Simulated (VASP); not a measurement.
# Ca2Cu5 (F-43m) in VASP: further runs

Ca2Cu5 is run at these levels: PBE; tasks: relaxation of cell and atoms, single point.

All numbers are computed with VASP 6.6.1; they aren't measurements. Logs are shortened: lines on timing, memory, paths and dates and some standing lists are left out, and cuts for length are marked.

### Step 1. The cell of the first run

It takes space group F-43m (No. 216, cubic). Conventional cell: a = 8.043 Å, b = 8.043 Å, c = 8.043 Å, α = 90.00°, β = 90.00°, γ = 90.00°. Ca (site symmetry -43m) has 4 Cu at 2.14 Å within 2.8 Å. Ca (site symmetry -43m) has 16 Cu at 3.29 to 3.48 Å and 6 Ca at 4.02 Å within 4.3 Å. Within 2.8 Å of Cu (site symmetry 3m) lie 1 Ca at 2.14 Å and 3 Cu at 2.20 Å. Within 4.5 Å of Cu (site symmetry -43m) lie 12 Cu at 3.43 Å and 8 Ca at 3.48 Å.

The cell was generated, and may not be a known phase.

### Step 2. Relaxation of cell and atoms, PBE

Input file INCAR:

```
SYSTEM = Ca2Cu5
ALGO = Normal
EDIFF = 1E-7
EDIFFG = -0.04
ENCUT = 600
GGA = PE
IBRION = 2
ISIF = 3
ISMEAR = 0
LASPH = .True.
LCHARG = .False.
LREAL = .False.
LWAVE = .False.
NELM = 100
NSW = 90
PREC = Accurate
SIGMA = 0.1
```

Input file KPOINTS:

```
k-points
0
Gamma
  4 4 4
  0 0 0
```

Input file POSCAR:

```
Ca2Cu5
1.0
    0.0000000000      4.0216278800      4.0216278800
    4.0216278800      0.0000000000      4.0216278800
    4.0216278800      4.0216278800      0.0000000000
Ca Cu
2 5
Direct
    0.2500000000      0.2500000000      0.2500000000
    0.7500000000      0.7500000000      0.7500000000
    0.4032540100      0.4032540100      0.4032540100
    0.4032540100      0.4032540100      0.7902379700
    0.4032540100      0.7902379700      0.4032540100
    0.7902379700      0.4032540100      0.4032540100
    0.0000000000      0.0000000000      0.0000000000
```

Potentials or basis: VASP PAW PBE potentials, release 64 (Ca_sv, Cu).

Started as:

```bash
$ cat potpaw_PBE.64/Ca_sv/POTCAR potpaw_PBE.64/Cu/POTCAR > POTCAR
$ mpirun -np 1 vasp_std > vasp.out
```

OUTCAR:

```text
SYSTEM = Ca2Cu5
   EDIFF = 1E-7
   EDIFFG = -0.04
   ENCUT = 600
   GGA = PE
   IBRION = 2
   ISIF = 3
   ISMEAR = 0
   LASPH = .True.
   LREAL = .False.
   NELM = 100
   NSW = 90
   PREC = Accurate

 ion  position               nearest neighbor table
   1  0.250  0.250  0.250-   3 2.14   4 2.14   5 2.14   6 2.14
   2  0.750  0.750  0.750-
   3  0.403  0.403  0.403-   1 2.14   4 2.20   5 2.20   6 2.20
   4  0.403  0.403  0.790-   1 2.14   3 2.20   5 2.20   6 2.20
   5  0.403  0.790  0.403-   1 2.14   3 2.20   4 2.20   6 2.20
   6  0.790  0.403  0.403-   1 2.14   3 2.20   4 2.20   5 2.20
   7  0.000  0.000  0.000-

  LATTYP: Found a face centered cubic cell.
 ALAT       =     8.0432557600

  Lattice vectors:

 A1 = (   0.0000000000,   4.0216278800,   4.0216278800)
 A2 = (   4.0216278800,   0.0000000000,   4.0216278800)
 A3 = (   4.0216278800,   4.0216278800,   0.0000000000)

Analysis of symmetry for initial positions (statically):
=====================================================================
 Subroutine PRICEL returns:
 Original cell was already a primitive cell.

 Routine SETGRP: Setting up the symmetry group for a
 face centered cubic supercell.

 Subroutine GETGRP returns: Found 24 space group operations
 (whereof 24 operations were pure point group operations)
 out of a pool of 48 trial point group operations.

The static configuration has the point symmetry T_d .

Analysis of symmetry for dynamics (positions and initial velocities):
=====================================================================
 Subroutine PRICEL returns:
 Original cell was already a primitive cell.

 Routine SETGRP: Setting up the symmetry group for a
 face centered cubic supercell.

 Subroutine GETGRP returns: Found 24 space group operations
 (whereof 24 operations were pure point group operations)
 out of a pool of 48 trial point group operations.

The dynamic configuration has the point symmetry T_d .

 Subroutine INISYM returns: Found 24 space group operations
 (whereof 24 operations are pure point group operations),
 and found     1 'primitive' translations

----------------------------------------------------------------------------------------

                                     Primitive cell

  volume of cell :     130.0875

  direct lattice vectors                    reciprocal lattice vectors
     0.000000000  4.021627880  4.021627880    -0.124327764  0.124327764  0.124327764
     4.021627880  0.000000000  4.021627880     0.124327764 -0.124327764  0.124327764
     4.021627880  4.021627880  0.000000000     0.124327764  0.124327764 -0.124327764

  length of vectors
     5.687440691  5.687440691  5.687440691     0.215342003  0.215342003  0.215342003

  position of ions in fractional coordinates (direct lattice)
[... 59 lines left out ...]
   ions per type =               2   5
   NGX,Y,Z   is equivalent  to a cutoff of  14.03, 14.03, 14.03 a.u.
   NGXF,Y,Z  is equivalent  to a cutoff of  28.06, 28.06, 28.06 a.u.
 SYSTEM =  Ca2Cu5
   PREC   = accura    normal or accurate (medium, high low for compatibility)
   ISTART =      0    job   : 0-new  1-cont  2-samecut
   ICHARG =      2    charge: 1-file 2-atom 10-const
   ISPIN  =      1    spin polarized calculation?
   LNONCOLLINEAR =      F non collinear calculations
   LSORBIT =      F    spin-orbit coupling
   LASPH  =      T    aspherical Exc in radial PAW
   ENCUT  =  600.0 eV  44.10 Ry    6.64 a.u.  11.36 11.36 11.36*2*pi/ulx,y,z
   NELM   =    100;   NELMIN=  2; NELMDL= -5     # of ELM steps
   EDIFF  = 0.1E-06   stopping-criterion for ELM
   LREAL  =      F    real-space projection
   EDIFFG = -.4E-01   stopping-criterion for IOM
   NSW    =     90    number of steps for IOM
   IBRION =      2    ionic relax: 0-MD 1-quasi-New 2-CG
   NFREE  =      1    steps in history (QN), initial steepest desc. (CG)
   ISIF   =      3    stress and relaxation
   ISYM   =      2    0-nonsym 1-usesym 2-fastsym
   POTIM  = 0.5000    time-step for ionic-motion
   TEBEG  =    0.0;   TEEND  =   0.0 temperature during run
   PSTRESS=    0.0 pullay stress
   NELECT =      75.0000    total number of electrons
   NUPDOWN=      -1.0000    fix difference up-down
   EMIN   =  10.00;   EMAX   =-10.00  energy-range for DOS
   EFERMI =   0.00;   METHOD = LEGACY
   ISMEAR =     0;   SIGMA  =   0.10  broadening in eV -4-tet -1-fermi 0-gaus
   EFERMI_NEDOS =   21; number of points for ismear=-14 and -15
   IALGO  =     38    algorithm
   IMIX   =      4    mixing-type and parameters
     AMIX     =   0.40;   BMIX     =  1.00
     AMIX_MAG =   1.60;   BMIX_MAG =  1.00
  volume/ion in A,a.u.               =      18.58       125.41
  Fermi-wavevector in a.u.,A,eV,Ry     =   1.362542  2.574832 25.259514  1.856522
  Thomas-Fermi vector in A             =   2.489023
   LORBIT       =      0    0 simple, 1 ext, 2 COOP (PROOUT), +10 PAW based schemes
   GGA     = PE    functional components
   LHFCALC =     F    Hartree Fock is set to
   AEXX    =    0.0000 exact exchange contribution
   IVDW    =     0    specifies the selected vdW correction
   LEPSILON=     F    determine dielectric tensor
   LRPA    =     F    only Hartree local field effects (RPA)
 conjugate gradient relaxation of ions
 non-spin polarized calculation
 Gauss-broadening in eV      SIGMA  =   0.10
  energy-cutoff  :      600.00
  volume of cell :      130.09
 maximum number of plane-waves:      4360
 NGX is ok and might be reduce to    48
   NGX = 23   NGY = 23   NGZ = 23

--------------------------------------- Ionic step        1  -------------------------------------------

 number of electron      75.0000000 magnetization

 Free energy of the ion-electron system (eV)
  ---------------------------------------------------
  ext. energy  EPLUGINS =         0.00000000
  ---------------------------------------------------
  free energy    TOTEN  =       -15.23920999 eV

  energy without entropy =      -15.23175659  energy(sigma->0) =      -15.23548329

 E-fermi :   4.2612     XC(G=0): -10.2680

 val. band max:        4.1941588617   @ k =   0.5000   0.0000   0.0000
 cond. band min:       4.5012468779   @ k =  -0.2500   0.2500   0.0000
 fundamental gap:      0.3070880161
 Fermi energy:         4.2611565560

 k-point     1 :       0.0000    0.0000    0.0000
  band No.  band energies     occupation
      1     -36.6654      2.00000
      2     -36.0625      2.00000
      3     -17.6680      2.00000
      4     -17.6680      2.00000
      5     -17.6680      2.00000
      6     -17.4163      2.00000
[... 536 lines left out ...]
--------------------------------------- Ionic step        5  -------------------------------------------

 number of electron      74.9999981 magnetization

 Free energy of the ion-electron system (eV)
  ---------------------------------------------------
  ext. energy  EPLUGINS =         0.00000000
  ---------------------------------------------------
  free energy    TOTEN  =       -17.14411079 eV

  energy without entropy =      -17.13686497  energy(sigma->0) =      -17.14048788

 E-fermi :   2.0982     XC(G=0):  -8.8075

 val. band max:        2.0443632752   @ k =   0.2500   0.2500   0.0000
 cond. band min:       2.3192533579   @ k =   0.5000   0.0000   0.0000
 fundamental gap:      0.2748900827
 Fermi energy:         2.0982172506

 k-point     1 :       0.0000    0.0000    0.0000
  band No.  band energies     occupation
      1     -40.0083      2.00000
      2     -38.4946      2.00000
      3     -20.9505      2.00000
      4     -20.9505      2.00000
      5     -20.9505      2.00000
      6     -19.6241      2.00000
[... 407 lines left out ...]
  FREE ENERGIE OF THE ION-ELECTRON SYSTEM (eV)
  ---------------------------------------------------
  free  energy   TOTEN  =       -17.1441107912 eV

  energy  without entropy=      -17.1368649735  energy(sigma->0) =      -17.14048788

 reached required accuracy - stopping structural energy minimisation
```

CONTCAR:

```text
Ca2Cu5
   1.00000000000000
    -0.0000000000000000    4.4830681352392601    4.4830681352392601
     4.4830681352392601    0.0000000000000000    4.4830681352392601
     4.4830681352392601    4.4830681352392601   -0.0000000000000000
  Ca              Cu
     2     5
Direct
     0.2500000000000000    0.2500000000000000    0.2500000000000000
     0.7500000000000000    0.7500000000000000    0.7500000000000000
     0.4087647052172060    0.4087647052172060    0.4087647052172060
     0.4087647052172060    0.4087647052172060    0.7737058843483748
     0.4087647052172060    0.7737058843483748    0.4087647052172060
     0.7737058843483748    0.4087647052172060    0.4087647052172060
     0.0000000000000000    0.0000000000000000    0.0000000000000000

  0.00000000E+00  0.00000000E+00  0.00000000E+00
  0.00000000E+00  0.00000000E+00  0.00000000E+00
  0.00000000E+00  0.00000000E+00  0.00000000E+00
  0.00000000E+00  0.00000000E+00  0.00000000E+00
  0.00000000E+00  0.00000000E+00  0.00000000E+00
  0.00000000E+00  0.00000000E+00  0.00000000E+00
  0.00000000E+00  0.00000000E+00  0.00000000E+00
```

Run time: 3.7 min. Hardware: 1 thread of Intel Xeon 6975P-C (Granite Rapids), shared host; peak memory 0.36 GiB.

Results:

- Free energy: -17.1441 eV
- Relaxed volume: 25.74 Å³/atom
- Relaxed cell: a = 6.340 Å, b = 6.340 Å, c = 6.340 Å, α = 60.00°, β = 60.00°, γ = 60.00°
- Space group after relaxing (to 0.1 Å): F-43m (No. 216)
- Energy gained by relaxing: 272.1 meV/atom
- Ionic steps: 5
- Pressure after relaxing: 0.0 GPa
- Band gap on the k mesh: zero (an odd number of electrons rules out a gap without spin polarisation)

Step by step:
```csv
step,energy change (eV),largest force (eV/Å),pressure (GPa),volume (Å³)
1,0.0000,0.0998,16.12,130.09
2,-1.6391,1.5494,0.64,168.57
3,-1.6472,1.6239,-0.33,173.79
4,-1.9046,0.0566,0.01,180.40
5,-1.9049,0.0010,-0.02,180.20
```

Final structure:
```xyz
7
Lattice="0.0000 4.4831 4.4831 4.4831 0.0000 4.4831 4.4831 4.4831 0.0000" Properties=species:S:1:pos:R:3 pbc="T T T"
Ca    2.2415    2.2415    2.2415
Ca    6.7246    6.7246    6.7246
Cu    3.6650    3.6650    3.6650
Cu    5.3011    5.3011    3.6650
Cu    5.3011    3.6650    5.3011
Cu    3.6650    5.3011    5.3011
Cu    0.0000    0.0000    0.0000
```

Levels at points of the mesh, in eV from the Fermi level:
| k point | band 34 | band 35 | band 36 | band 37 | band 38 | band 39 | band 40 | band 41 |
| --- | --- | --- | --- | --- | --- | --- | --- | --- |
| (0.00, 0.00, 0.00) | -1.25 | -0.60 | -0.40 | -0.40 | -0.40 | 1.38 | 1.38 | 1.82 |
| (0.50, 0.00, 0.00) | -1.26 | -1.26 | -0.11 | -0.11 | 0.22 | 0.96 | 0.96 | 1.09 |
| (0.50, 0.50, 0.00) | -1.22 | -1.19 | -1.01 | -0.65 | -0.65 | 0.46 | 2.31 | 2.53 |

Caveat: the volume moved by over 15 % at a fixed basis, so the end points are rough.

### Step 3. Single point, PBE

This run uses another cell than the first one, of 25.73 Å³/atom.

Input file INCAR:

```
  PREC = Accurate
  ENCUT = 520
  EDIFF = 1E-7
  ISMEAR = 0
  SIGMA = 0.1
  LREAL = False
  LASPH = True
  NELM = 80
  ALGO = Fast
  ISIF = 2
  LWAVE = False
  LCHARG = True
  GGA = PE
  LELF = True
  LVHAR = True
  NBANDS = 46
```

Input file KPOINTS:

```
regular mesh
0
Gamma
  8 8 8
```

Input file POSCAR:

```
Ca2Cu5
1.0
    0.0000000000      4.4822337882      4.4822337882
    4.4822337882      0.0000000000      4.4822337882
    4.4822337882      4.4822337882      0.0000000000
Ca Cu
2 5
Direct
    0.7500000000      0.7500000000      0.7500000000
    0.2500000000      0.2500000000      0.2500000000
    0.5912245180      0.2263264461      0.5912245180
    0.5912245180      0.5912245180      0.5912245180
    0.2263264461      0.5912245180      0.5912245180
    0.5912245180      0.5912245180      0.2263264461
    0.0000000000      0.0000000000      0.0000000000
```

Potentials or basis: VASP PAW PBE potentials, release 64 (Ca_sv, Cu).

Started as:

```bash
$ cat potpaw_PBE.64/Ca_sv/POTCAR potpaw_PBE.64/Cu/POTCAR > POTCAR
$ mpirun -np 1 vasp_std > vasp.out
```

It took 6.9 min on 1 thread of Intel Xeon 6975P-C (Granite Rapids), shared host; peak memory 0.44 GiB.

It converged, with:

* Free energy: -17.1634 eV
* Pressure: 0.2 GPa
* Largest force: 0.003 eV/Å
* Band gap on the k mesh: zero (an odd number of electrons rules out a gap without spin polarisation)

Forces on the atoms (eV/Å):
```
Ca   0.000  0.000  0.000
Ca   0.000  0.000  0.000
Cu  -0.002  0.002 -0.002
Cu   0.002  0.002  0.002
Cu   0.002 -0.002 -0.002
Cu  -0.002 -0.002  0.002
Cu   0.000  0.000  0.000
```

Levels at points of the mesh, in eV from the Fermi level:
```csv
k point,band 34,band 35,band 36,band 37,band 38,band 39,band 40,band 41,band 42,band 43
"(0.00, 0.00, 0.00)",-1.48,-0.84,-0.64,-0.64,-0.64,1.14,1.14,1.58,1.58,1.58
"(0.50, 0.00, 0.00)",-1.48,-1.48,-0.35,-0.35,-0.02,0.72,0.72,0.86,2.12,2.12
"(0.50, 0.50, 0.00)",-1.45,-1.42,-1.25,-0.90,-0.90,0.22,2.06,2.29,2.29,2.39
```

### Step 4. Relaxation of cell and atoms, PBE

This run uses another cell than the first one, of 25.73 Å³/atom.

Input file INCAR:

```
PREC = Accurate
ENCUT = 600
EDIFF = 1E-6
ISMEAR = 0
SIGMA = 0.1
LREAL = False
LASPH = True
NELM = 80
ALGO = Fast
ISIF = 3
LWAVE = False
LCHARG = False
GGA = PE
IBRION = 2
NSW = 100
EDIFFG = -0.01
```

KPOINTS is that of step 3.

POSCAR is that of step 3.

Potentials or basis: VASP PAW PBE potentials, release 64 (Ca_sv, Cu).

Started as:

```bash
$ cat potpaw_PBE.64/Ca_sv/POTCAR potpaw_PBE.64/Cu/POTCAR > POTCAR
$ mpirun -np 1 vasp_std > vasp.out
```

OUTCAR:

```text
PREC = Accurate
   ENCUT = 600
   EDIFF = 1E-6
   ISMEAR = 0
   LREAL = False
   LASPH = True
   NELM = 80
   ISIF = 3
   GGA = PE
   IBRION = 2
   NSW = 100
   EDIFFG = -0.01

 ion  position               nearest neighbor table
   1  0.750  0.750  0.750-   4 2.47   3 2.47   5 2.47   6 2.47
   2  0.250  0.250  0.250-
   3  0.591  0.226  0.591-   4 2.31   5 2.31   6 2.31   1 2.47
   4  0.591  0.591  0.591-   3 2.31   5 2.31   6 2.31   1 2.47
   5  0.226  0.591  0.591-   3 2.31   4 2.31   6 2.31   1 2.47
   6  0.591  0.591  0.226-   3 2.31   4 2.31   5 2.31   1 2.47
   7  0.000  0.000  0.000-

  LATTYP: Found a face centered cubic cell.
 ALAT       =     8.9644675764

  Lattice vectors:

 A1 = (   0.0000000000,   4.4822337882,   4.4822337882)
[... 318 lines left out ...]
  ---------------------------------------------------
  free energy    TOTEN  =       -17.16502688 eV

  energy without entropy =      -17.14376228  energy(sigma->0) =      -17.15439458

 E-fermi :   2.2877     XC(G=0):  -8.7738

 val. band max:        2.2824531923   @ k =   0.5000   0.1250   0.0000
 cond. band min:       2.2889695077   @ k =  -0.2500   0.2500   0.0000
 fundamental gap:      0.0065163154
 Fermi energy:         2.2877265312

 k-point     1 :       0.0000    0.0000    0.0000
  band No.  band energies     occupation
      1     -40.0993      2.00000
      2     -38.5603      2.00000
      3     -21.0405      2.00000
      4     -21.0405      2.00000
      5     -21.0405      2.00000
      6     -19.6849      2.00000
[... 1141 lines left out ...]
     44       4.8179      0.00000
     45       4.9901      0.00000

 [... further k-points ...]

------------------------ aborting loop because EDIFF is reached ----------------------------------------

  FORCE on cell =-STRESS in cart. coord.  units (eV):
  Direction    XX          YY          ZZ          XY          YZ          ZX
  --------------------------------------------------------------------------------------
  -------------------------------------------------------------------------------------
  Total       -0.0084688     -0.0084688     -0.0084688      0.0000000     -0.0000000      0.0000000
  in kB       -0.0746641     -0.0746641     -0.0746641      0.0000000     -0.0000000      0.0000000
  external PRESSURE =      -0.0746641 kB  Pullay stress =       0.0000000 kB
[... 22 lines left out ...]
  FREE ENERGIE OF THE ION-ELECTRON SYSTEM (eV)
  ---------------------------------------------------
  free  energy   TOTEN  =       -17.1650268842 eV

  energy  without entropy=      -17.1437622800  energy(sigma->0) =      -17.15439458

 reached required accuracy - stopping structural energy minimisation
```

OSZICAR:

```text
N       E                     dE             d eps       ncg     rms          rms(c)
DAV:   1     0.822620730761E+03    0.82262E+03   -0.35217E+04  2610   0.228E+03
DAV:   2     0.721474048798E+02   -0.75047E+03   -0.73550E+03  2858   0.501E+02
DAV:   3    -0.100033648491E+02   -0.82151E+02   -0.77060E+02  3146   0.210E+02
[... 67 lines left out ...]
RMM:   7    -0.171650179965E+02   -0.44923E-05   -0.10395E-04  3506   0.565E-02    0.539E-03
RMM:   8    -0.171650231312E+02   -0.51347E-05   -0.53653E-05  3604   0.315E-02    0.534E-03
RMM:   9    -0.171650255875E+02   -0.24563E-05   -0.27963E-05  3251   0.273E-02    0.591E-03
RMM:  10    -0.171650263630E+02   -0.77549E-06   -0.15361E-05  2732   0.179E-02    0.300E-03
RMM:  11    -0.171650268842E+02   -0.52118E-06   -0.99288E-06  2504   0.161E-02
   4 F= -.17165027E+02 E0= -.17154395E+02  d E =-.211101E-03
```

It took 20 min on 1 thread of Intel Xeon 6975P-C (Granite Rapids), shared host; peak memory 0.57 GiB.

Results:

```yaml
Free_energy: -17.1650 eV
Relaxed_volume: 25.96 Å³/atom
Relaxed_cell: a = 6.358 Å, b = 6.358 Å, c = 6.358 Å, α = 60.00°, β = 60.00°, γ = 60.00°
Space_group_after_relaxing_to_0.1_Å: F-43m (No. 216)
Energy_gained_by_relaxing: 0.1 meV/atom
Ionic_steps: 4
Pressure_after_relaxing: 0.0 GPa
Band_gap_on_the_k_mesh: zero (an odd number of electrons rules out a gap without spin polarisation)
```

The path:
```tsv
step	energy change (eV)	largest force (eV/Å)	pressure (GPa)	volume (Å³)
1	0.0000	0.0021	0.23	180.10
2	-0.0007	0.0382	0.06	181.06
3	-0.0007	0.0503	0.01	181.34
4	-0.0009	0.0017	-0.01	181.73
```

Final structure:
```cif
data_structure
_symmetry_space_group_name_H-M 'P 1'
_symmetry_Int_Tables_number 1
_cell_length_a 6.3579
_cell_length_b 6.3579
_cell_length_c 6.3579
_cell_angle_alpha 60.000
_cell_angle_beta 60.000
_cell_angle_gamma 60.000
_cell_volume 181.73
loop_
_atom_site_label
_atom_site_type_symbol
_atom_site_fract_x
_atom_site_fract_y
_atom_site_fract_z
_atom_site_occupancy
Ca1 Ca 0.75000 0.75000 0.75000 1
Ca2 Ca 0.25000 0.25000 0.25000 1
Cu1 Cu 0.59107 0.22679 0.59107 1
Cu2 Cu 0.59107 0.59107 0.59107 1
Cu3 Cu 0.22679 0.59107 0.59107 1
Cu4 Cu 0.59107 0.59107 0.22679 1
Cu5 Cu 0.00000 0.00000 0.00000 1
```

Levels at points of the mesh, in eV from the Fermi level:
```csv
k point,band 34,band 35,band 36,band 37,band 38,band 39,band 40,band 41,band 42,band 43
"(0.00, 0.00, 0.00)",-1.47,-0.84,-0.63,-0.63,-0.63,1.14,1.14,1.57,1.57,1.57
"(0.50, 0.00, 0.00)",-1.47,-1.47,-0.35,-0.35,-0.02,0.72,0.72,0.85,2.11,2.11
"(0.50, 0.50, 0.00)",-1.44,-1.41,-1.24,-0.89,-0.89,0.22,2.06,2.29,2.29,2.38
```

### Step 5. The runs side by side

| task | cell | k mesh | cutoff (eV) | gap on the mesh (eV) | pressure (GPa) | relaxed volume (Å³/atom) |
| --- | --- | --- | --- | --- | --- | --- |
| relaxation of cell and atoms | relaxed from a = 5.687 Å, angles 60.0°, 7 atoms, atomic positions A | 4 × 4 × 4 | 600 | none | 0.0 | 25.74 |
| single point | a = 6.339 Å, angles 60.0°, 7 atoms, atomic positions B | 8 × 8 × 8 | 520 | none | 0.2 | - |
| relaxation of cell and atoms | relaxed from a = 6.339 Å, angles 60.0°, 7 atoms, atomic positions B | 8 × 8 × 8 | 600 | none | 0.0 | 25.96 |

Alike in all rows: level PBE; potentials or basis VASP PAW PBE potentials, release 64 (Ca_sv, Cu); no spin polarisation; smearing gaussian 0.1 eV.

Caveats: the volume moved by over 15 % at a fixed basis, so the end points are rough (at least some runs).

Absolute energies hang on the potentials; compare differences alone.

The gap in the log of VASP goes by the Fermi energy; the results here count the filled bands.